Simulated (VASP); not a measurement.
# TiPt3 (Pm-3m) in VASP: further runs

The runs below take TiPt3 through single point, relaxation of cell and atoms, with PBE.

All numbers are computed with VASP 6.6.1; they aren't measurements. Logs are shortened: lines on timing, memory, paths and dates and some standing lists are left out, and cuts for length are marked.

## 1. The cell of the first run

The structure is cubic, space group Pm-3m (No. 221). Conventional cell: a = 3.948 Å, b = 3.948 Å, c = 3.948 Å, α = 90.00°, β = 90.00°, γ = 90.00°. Within 3.7 Å of Ti (site symmetry m-3m) lie 12 Pt at 2.79 Å. Pt (site symmetry 4/mmm) has 4 Ti at 2.79 Å and 8 Pt at 2.79 Å within 3.7 Å.

## 2. Single point, PBE

Input file INCAR:

```
SYSTEM = TiPt3
  ALGO = Normal
  EDIFF = 1E-6
  ENCUT = 500
  GGA = PE
  GGA_COMPAT = .False.
  ISIF = 2
  ISMEAR = 1
  LASPH = .True.
  LCHARG = .False.
  LREAL = .False.
  LWAVE = .False.
  NBANDS = 29
  NELM = 120
  PREC = Accurate
  SIGMA = 0.1
```

Input file KPOINTS:

```
k-points
0
Gamma
  5 5 5
  0 0 0
```

Input file POSCAR:

```
TiPt3
1.0
    3.9476056800      0.0000000000      0.0000000000
    0.0000000000      3.9476056800      0.0000000000
    0.0000000000      0.0000000000      3.9476056800
Ti Pt
1 3
Direct
    0.0000000000      0.0000000000      0.0000000000
    0.0000000000      0.5000000000      0.5000000000
    0.5000000000      0.0000000000      0.5000000000
    0.5000000000      0.5000000000      0.0000000000
```

Potentials or basis: VASP PAW PBE potentials, release 64 (Ti_sv, Pt).

Run with:

```console
> cat potpaw_PBE.64/Ti_sv/POTCAR potpaw_PBE.64/Pt/POTCAR > POTCAR
> mpirun -np 1 vasp_std > vasp.out
```

OUTCAR:

```text
SYSTEM = TiPt3
   EDIFF = 1E-6
   ENCUT = 500
   GGA = PE
   ISIF = 2
   ISMEAR = 1
   LASPH = .True.
   LREAL = .False.
   NELM = 120
   PREC = Accurate

 ion  position               nearest neighbor table
   1  0.000  0.000  0.000-   2 2.79   3 2.79   4 2.79   2 2.79   3 2.79   2 2.79   4 2.79   2 2.79
                             3 2.79   4 2.79   3 2.79   4 2.79
   2  0.000  0.500  0.500-   1 2.79   3 2.79   4 2.79   1 2.79   4 2.79   1 2.79   3 2.79   1 2.79
                             3 2.79   4 2.79   4 2.79   3 2.79
   3  0.500  0.000  0.500-   1 2.79   2 2.79   4 2.79   1 2.79   4 2.79   2 2.79   4 2.79   4 2.79
                             1 2.79   2 2.79   1 2.79   2 2.79
   4  0.500  0.500  0.000-   1 2.79   2 2.79   3 2.79   2 2.79   3 2.79   1 2.79   3 2.79   3 2.79
                             1 2.79   2 2.79   2 2.79   1 2.79

  LATTYP: Found a simple cubic cell.
 ALAT       =     3.9476056800

  Lattice vectors:

 A1 = (   3.9476056800,   0.0000000000,   0.0000000000)
 A2 = (   0.0000000000,   3.9476056800,   0.0000000000)
 A3 = (   0.0000000000,   0.0000000000,   3.9476056800)

Analysis of symmetry for initial positions (statically):
=====================================================================
 Subroutine PRICEL returns:
 Original cell was already a primitive cell.

 Routine SETGRP: Setting up the symmetry group for a
 simple cubic supercell.

 Subroutine GETGRP returns: Found 48 space group operations
 (whereof 48 operations were pure point group operations)
 out of a pool of 48 trial point group operations.

The static configuration has the point symmetry O_h .

Analysis of symmetry for dynamics (positions and initial velocities):
=====================================================================
 Subroutine PRICEL returns:
 Original cell was already a primitive cell.

 Routine SETGRP: Setting up the symmetry group for a
 simple cubic supercell.

 Subroutine GETGRP returns: Found 48 space group operations
 (whereof 48 operations were pure point group operations)
 out of a pool of 48 trial point group operations.

The dynamic configuration has the point symmetry O_h .

 Subroutine INISYM returns: Found 48 space group operations
 (whereof 48 operations are pure point group operations),
 and found     1 'primitive' translations

----------------------------------------------------------------------------------------
[... 81 lines left out ...]
   NELM   =    120;   NELMIN=  2; NELMDL= -5     # of ELM steps
   EDIFF  = 0.1E-05   stopping-criterion for ELM
   LREAL  =      F    real-space projection
   EDIFFG = 0.1E-04   stopping-criterion for IOM
   NSW    =      0    number of steps for IOM
   IBRION =     -1    ionic relax: 0-MD 1-quasi-New 2-CG
   NFREE  =      0    steps in history (QN), initial steepest desc. (CG)
   ISIF   =      2    stress and relaxation
   ISYM   =      2    0-nonsym 1-usesym 2-fastsym
   POTIM  = 0.5000    time-step for ionic-motion
   TEBEG  =    0.0;   TEEND  =   0.0 temperature during run
   PSTRESS=    0.0 pullay stress
   NELECT =      42.0000    total number of electrons
   NUPDOWN=      -1.0000    fix difference up-down
   EMIN   =  10.00;   EMAX   =-10.00  energy-range for DOS
   EFERMI =   0.00;   METHOD = LEGACY
   ISMEAR =     1;   SIGMA  =   0.10  broadening in eV -4-tet -1-fermi 0-gaus
   EFERMI_NEDOS =   21; number of points for ismear=-14 and -15
   IALGO  =     38    algorithm
   IMIX   =      4    mixing-type and parameters
     AMIX     =   0.40;   BMIX     =  1.00
     AMIX_MAG =   1.60;   BMIX_MAG =  1.00
  volume/ion in A,a.u.               =      15.38       103.79
  Fermi-wavevector in a.u.,A,eV,Ry     =   1.441532  2.724100 28.273088  2.078013
  Thomas-Fermi vector in A             =   2.560153
   LORBIT       =      0    0 simple, 1 ext, 2 COOP (PROOUT), +10 PAW based schemes
   GGA     = PE    functional components
   LHFCALC =     F    Hartree Fock is set to
   AEXX    =    0.0000 exact exchange contribution
   IVDW    =     0    specifies the selected vdW correction
   LEPSILON=     F    determine dielectric tensor
   LRPA    =     F    only Hartree local field effects (RPA)
 non-spin polarized calculation
 Methfessel and Paxton  Order N= 1 SIGMA  =   0.10
  energy-cutoff  :      500.00
  volume of cell :       61.52
 maximum number of plane-waves:      1574
 NGX is ok and might be reduce to    30
   NGX = 15   NGY = 15   NGZ = 15

 number of electron      42.0000003 magnetization

 Free energy of the ion-electron system (eV)
  ---------------------------------------------------
  ext. energy  EPLUGINS =         0.00000000
  ---------------------------------------------------
  free energy    TOTEN  =       -29.53956896 eV

  energy without entropy =      -29.53476360  energy(sigma->0) =      -29.53796717

 E-fermi :  11.1839     XC(G=0): -13.0597

 val. band max:       11.1814259250   @ k =   0.4000   0.0000   0.0000
 cond. band min:      11.3771372476   @ k =   0.4000   0.2000   0.2000
 fundamental gap:      0.1957113226
 Fermi energy:        11.1838720364

 k-point     1 :       0.0000    0.0000    0.0000
  band No.  band energies     occupation
      1     -47.0403      2.00000
      2     -23.2472      2.00000
      3     -23.2472      2.00000
      4     -23.2472      2.00000
      5       1.3329      2.00000
      6       4.1501      2.00000
[... 309 lines left out ...]
     28      13.2441      0.00000
     29      16.6994      0.00000

------------------------ aborting loop because EDIFF is reached ----------------------------------------

  FORCE on cell =-STRESS in cart. coord.  units (eV):
  Direction    XX          YY          ZZ          XY          YZ          ZX
  --------------------------------------------------------------------------------------
  -------------------------------------------------------------------------------------
  Total       -0.1319210     -0.1319210     -0.1319210      0.0000000      0.0000000     -0.0000000
  in kB       -3.4357629     -3.4357629     -3.4357629      0.0000000      0.0000000     -0.0000000
  external PRESSURE =      -3.4357629 kB  Pullay stress =       0.0000000 kB

 VOLUME and BASIS-vectors are now :
 -----------------------------------------------------------------------------
  energy-cutoff  :      500.00
  volume of cell :       61.52
      direct lattice vectors                 reciprocal lattice vectors
     3.947605680  0.000000000  0.000000000     0.253318107  0.000000000  0.000000000
     0.000000000  3.947605680  0.000000000     0.000000000  0.253318107  0.000000000
     0.000000000  0.000000000  3.947605680     0.000000000  0.000000000  0.253318107

 POSITION                                       TOTAL-FORCE (eV/Angst)
 -----------------------------------------------------------------------------------
      0.00000      0.00000      0.00000         0.000000      0.000000      0.000000
      0.00000      1.97380      1.97380         0.000000      0.000000      0.000000
      1.97380      0.00000      1.97380         0.000000      0.000000      0.000000
      1.97380      1.97380      0.00000         0.000000      0.000000      0.000000
 -----------------------------------------------------------------------------------
    total drift:                                0.000000      0.000000     -0.000000

  FREE ENERGIE OF THE ION-ELECTRON SYSTEM (eV)
  ---------------------------------------------------
  free  energy   TOTEN  =       -29.5395689601 eV

  energy  without entropy=      -29.5347636007  energy(sigma->0) =      -29.53796717
```

OSZICAR:

```text
N       E                     dE             d eps       ncg     rms          rms(c)
DAV:   1     0.366377180861E+03    0.36638E+03   -0.20295E+04   580   0.151E+03
DAV:   2    -0.711142363751E+01   -0.37349E+03   -0.35423E+03   608   0.393E+02
DAV:   3    -0.318658728226E+02   -0.24754E+02   -0.23628E+02   745   0.965E+01
DAV:   4    -0.327493859128E+02   -0.88351E+00   -0.87904E+00   719   0.169E+01
DAV:   5    -0.327727984295E+02   -0.23413E-01   -0.23411E-01   692   0.273E+00    0.206E+01
DAV:   6    -0.312016111628E+02    0.15712E+01   -0.12023E+01   648   0.290E+01    0.152E+01
DAV:   7    -0.305072564493E+02    0.69435E+00   -0.26597E+01   715   0.301E+01    0.100E+01
DAV:   8    -0.296716391633E+02    0.83562E+00   -0.89030E-01   598   0.912E+00    0.432E+00
DAV:   9    -0.296348960573E+02    0.36743E-01   -0.14455E+00   825   0.641E+00    0.307E+00
DAV:  10    -0.295418084107E+02    0.93088E-01   -0.24936E-01   689   0.359E+00    0.668E-01
DAV:  11    -0.295435488954E+02   -0.17405E-02   -0.30278E-03   649   0.395E-01    0.678E-01
DAV:  12    -0.295398455876E+02    0.37033E-02   -0.15294E-02   756   0.815E-01    0.208E-01
DAV:  13    -0.295396164434E+02    0.22914E-03   -0.40586E-04   639   0.140E-01    0.874E-02
DAV:  14    -0.295395842516E+02    0.32192E-04   -0.31181E-05   768   0.322E-02    0.495E-02
DAV:  15    -0.295395687263E+02    0.15525E-04   -0.44352E-05   677   0.457E-02    0.490E-03
DAV:  16    -0.295395689601E+02   -0.23379E-06   -0.13709E-06   474   0.802E-03
   1 F= -.29539569E+02 E0= -.29537967E+02  d E =-.480536E-02
```

It took 16 s on 1 thread of Intel Xeon Platinum 8375C at 2.90GHz (Ice Lake), shared host; peak memory 0.17 GiB.

Results:

```
Free energy            : -29.5396 eV
Pressure               : -0.3 GPa
Band gap on the k mesh : zero (bands 21 and 22 overlap by 1.34 eV)
```

Caveat: spin-orbit coupling is left out, which moves the levels of the heavy elements.

## 3. Relaxation of cell and atoms, PBE

This run uses another cell than the first one, of 14.83 Å³/atom.

Input file INCAR:

```
SYSTEM = TiPt3
ALGO     = Normal         ! electronic algorithm
EDIFF    = 1E-7           ! SCF threshold, eV
EDIFFG   = -0.01          ! ionic threshold
ENCUT    = 500            ! plane-wave cutoff, eV
GGA      = PE             ! functional
GGA_COMPAT= .False.      
IBRION   = 2              ! ionic algorithm
ISIF     = 3              ! what is computed and relaxed
ISMEAR   = 1              ! smearing method
LASPH    = .True.         ! aspherical terms in the spheres
LCHARG   = .False.        ! write CHGCAR
LREAL    = .False.        ! projectors in reciprocal space
LWAVE    = .False.        ! write WAVECAR
NELM     = 120            ! most SCF steps
NELMIN   = 4            
NSW      = 50             ! ionic steps
PREC     = Accurate       ! precision mode
SIGMA    = 0.1            ! smearing width, eV
```

KPOINTS is that of step 2.

Input file POSCAR:

```
TiPt3
1.0
    3.9000000000      0.0000000000      0.0000000000
    0.0000000000      3.9000000000      0.0000000000
    0.0000000000      0.0000000000      3.9000000000
Ti Pt
1 3
Direct
    0.0000000000      0.0000000000      0.0000000000
    0.0000000000      0.5000000000      0.5000000000
    0.5000000000      0.0000000000      0.5000000000
    0.5000000000      0.5000000000      0.0000000000
```

Potentials or basis: VASP PAW PBE potentials, release 64 (Ti_sv, Pt).

Run with:

```console
> cat potpaw_PBE.64/Ti_sv/POTCAR potpaw_PBE.64/Pt/POTCAR > POTCAR
> mpirun -np 1 vasp_std > vasp.out
```

OUTCAR:

```text
SYSTEM = TiPt3
   EDIFF = 1E-7
   EDIFFG = -0.01
   ENCUT = 500
   GGA = PE
   IBRION = 2
   ISIF = 3
   ISMEAR = 1
   LASPH = .True.
   LREAL = .False.
   NELM = 120
   NELMIN = 4
   NSW = 50
   PREC = Accurate

 ion  position               nearest neighbor table
   1  0.000  0.000  0.000-   2 2.76   3 2.76   4 2.76   2 2.76   3 2.76   2 2.76   4 2.76   2 2.76
                             3 2.76   4 2.76   3 2.76   4 2.76
   2  0.000  0.500  0.500-   1 2.76   3 2.76   4 2.76   1 2.76   4 2.76   1 2.76   3 2.76   1 2.76
                             3 2.76   4 2.76   4 2.76   3 2.76
   3  0.500  0.000  0.500-   1 2.76   2 2.76   4 2.76   1 2.76   4 2.76   2 2.76   4 2.76   4 2.76
                             1 2.76   2 2.76   1 2.76   2 2.76
   4  0.500  0.500  0.000-   1 2.76   2 2.76   3 2.76   2 2.76   3 2.76   1 2.76   3 2.76   3 2.76
                             1 2.76   2 2.76   2 2.76   1 2.76

  LATTYP: Found a simple cubic cell.
 ALAT       =     3.9000000000

  Lattice vectors:

 A1 = (   3.9000000000,   0.0000000000,   0.0000000000)
 A2 = (   0.0000000000,   3.9000000000,   0.0000000000)
 A3 = (   0.0000000000,   0.0000000000,   3.9000000000)

Analysis of symmetry for initial positions (statically):
=====================================================================
 Subroutine PRICEL returns:
 Original cell was already a primitive cell.

 Routine SETGRP: Setting up the symmetry group for a
 simple cubic supercell.

 Subroutine GETGRP returns: Found 48 space group operations
 (whereof 48 operations were pure point group operations)
 out of a pool of 48 trial point group operations.

The static configuration has the point symmetry O_h .

Analysis of symmetry for dynamics (positions and initial velocities):
=====================================================================
 Subroutine PRICEL returns:
 Original cell was already a primitive cell.

 Routine SETGRP: Setting up the symmetry group for a
 simple cubic supercell.

 Subroutine GETGRP returns: Found 48 space group operations
 (whereof 48 operations were pure point group operations)
 out of a pool of 48 trial point group operations.

[... 114 lines left out ...]
   GGA     = PE    functional components
   LHFCALC =     F    Hartree Fock is set to
   AEXX    =    0.0000 exact exchange contribution
   IVDW    =     0    specifies the selected vdW correction
   LEPSILON=     F    determine dielectric tensor
   LRPA    =     F    only Hartree local field effects (RPA)
 conjugate gradient relaxation of ions
 non-spin polarized calculation
 Methfessel and Paxton  Order N= 1 SIGMA  =   0.10
  energy-cutoff  :      500.00
  volume of cell :       59.32
 maximum number of plane-waves:      1516
   NGX = 15   NGY = 15   NGZ = 15

--------------------------------------- Ionic step        1  -------------------------------------------

 number of electron      42.0000011 magnetization

 Free energy of the ion-electron system (eV)
  ---------------------------------------------------
  ext. energy  EPLUGINS =         0.00000000
  ---------------------------------------------------
  free energy    TOTEN  =       -29.48092440 eV

  energy without entropy =      -29.47730861  energy(sigma->0) =      -29.47971914

------------------------ aborting loop because EDIFF is reached ----------------------------------------

  FORCE on cell =-STRESS in cart. coord.  units (eV):
  Direction    XX          YY          ZZ          XY          YZ          ZX
  --------------------------------------------------------------------------------------
  -------------------------------------------------------------------------------------
  Total        3.3187913      3.3187913      3.3187913      0.0000000      0.0000000     -0.0000000
  in kB       89.6389396     89.6389396     89.6389396      0.0000000      0.0000000     -0.0000000
  external PRESSURE =      89.6389396 kB  Pullay stress =       0.0000000 kB
[... 25 lines left out ...]
--------------------------------------- Ionic step        2  -------------------------------------------

 number of electron      41.9999999 magnetization

 E-fermi :   9.7981     XC(G=0): -12.5952

 val. band max:        9.7681513536   @ k =   0.4000   0.0000   0.0000
 cond. band min:       9.8085349607   @ k =   0.4000   0.0000   0.0000
 fundamental gap:      0.0403836070
 Fermi energy:         9.7980543242

 k-point     1 :       0.0000    0.0000    0.0000
  band No.  band energies     occupation
      1     -48.5252      2.00000
      2     -24.7100      2.00000
      3     -24.7100      2.00000
      4     -24.7100      2.00000
      5       0.7349      2.00000
      6       3.5885      2.00000
[... 344 lines left out ...]
--------------------------------------- Ionic step        4  -------------------------------------------

 number of electron      42.0000003 magnetization

 Free energy of the ion-electron system (eV)
  ---------------------------------------------------
  ext. energy  EPLUGINS =         0.00000000
  ---------------------------------------------------
  free energy    TOTEN  =       -29.53788715 eV

  energy without entropy =      -29.53310546  energy(sigma->0) =      -29.53629325

 E-fermi :  11.2084     XC(G=0): -13.0676

 val. band max:       11.2064329327   @ k =   0.4000   0.0000   0.0000
 cond. band min:      11.4014296199   @ k =   0.4000   0.2000   0.2000
 fundamental gap:      0.1949966872
 Fermi energy:        11.2084233480

 k-point     1 :       0.0000    0.0000    0.0000
  band No.  band energies     occupation
      1     -47.0137      2.00000
      2     -23.2212      2.00000
      3     -23.2212      2.00000
      4     -23.2212      2.00000
      5       1.3436      2.00000
      6       4.1598      2.00000
[... 300 lines left out ...]
  FREE ENERGIE OF THE ION-ELECTRON SYSTEM (eV)
  ---------------------------------------------------
  free  energy   TOTEN  =       -29.5378871544 eV

  energy  without entropy=      -29.5331054554  energy(sigma->0) =      -29.53629325

 reached required accuracy - stopping structural energy minimisation
```

Run time: 47 s. Hardware: 1 thread of Intel Xeon Platinum 8375C at 2.90GHz (Ice Lake), shared host; peak memory 0.16 GiB.

Results:

```
Free energy                           : -29.5379 eV
Relaxed volume                        : 15.36 Å³/atom
Relaxed cell                          : a = 3.946 Å, b = 3.946 Å, c = 3.946 Å, α = 90.00°, β = 90.00°, γ = 90.00°
Space group after relaxing (to 0.1 Å) : Pm-3m (No. 221)
Energy gained by relaxing             : 14.2 meV/atom
Ionic steps                           : 4
Pressure after relaxing               : 0.0 GPa
Band gap on the k mesh                : zero (bands 21 and 22 overlap by 1.34 eV)
```

Step by step:
| step | energy change (eV) | largest force (eV/Å) | pressure (GPa) | volume (Å³) |
| --- | --- | --- | --- | --- |
| 1 | 0.0000 | 0.0000 | 8.96 | 59.32 |
| 2 | 0.2266 | 0.0000 | -15.74 | 66.73 |
| 3 | -0.0569 | 0.0000 | -0.25 | 61.49 |
| 4 | -0.0570 | 0.0000 | -0.02 | 61.43 |

Final structure:
```yaml
crystal:
  lattice:
    - [3.94580, 0.00000, 0.00000]
    - [0.00000, 3.94580, 0.00000]
    - [0.00000, 0.00000, 3.94580]
  atoms:
    - { symbol: Ti, position: [0.00000, 0.00000, 0.00000] }
    - { symbol: Pt, position: [0.00000, 0.50000, 0.50000] }
    - { symbol: Pt, position: [0.50000, 0.00000, 0.50000] }
    - { symbol: Pt, position: [0.50000, 0.50000, 0.00000] }
```

Caveat: spin-orbit coupling is left out, which moves the levels of the heavy elements.

The gap in the log of VASP goes by the Fermi energy; the results here count the filled bands.